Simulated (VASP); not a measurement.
The system is Au.

```
CELL_PARAMETERS angstrom
1.42066 -2.57286 0.00000
1.42066 2.57286 0.00000
0.00000 0.00000 4.92558
ATOMIC_POSITIONS crystal
Au 0.33467 0.66533 0.25000
Au 0.66533 0.33467 0.75000
```

This cell differs from its parent crystal: volume scaled by 1.02.

Base run:

| Property | Result |
| --- | --- |
| Program | VASP 6.6.1 |
| Functional | LDA |
| Potentials or basis | VASP PAW LDA potentials, release 64 (Au) |
| Cutoff | 520 eV |
| k mesh | 11 × 11 × 6 |
| Occupations | fermi-dirac, width 0.05 eV |
| Spin | no spin polarisation |

Its results: band gap on the k mesh zero (band 11 reaches 11.96 eV, above the bottom of band 12 at 5.88 eV); pressure -11.8 GPa; largest force 0.007 eV/Å.

Question: The run is repeated on the same cell with these changes: functional from LDA to PBEsol; potentials or basis from VASP PAW LDA potentials, release 64 (Au) to VASP PAW PBE potentials, release 64 (Au). What comes out?

Answer: Band gap on the k mesh zero (band 11 reaches 11.97 eV, above the bottom of band 12 at 5.91 eV); pressure -8.1 GPa; largest force 0.013 eV/Å.

Caveats: spin-orbit coupling is left out, which moves the levels of the heavy elements; the PAW data sets were made with another functional, which shifts forces and pressure a little (some runs).
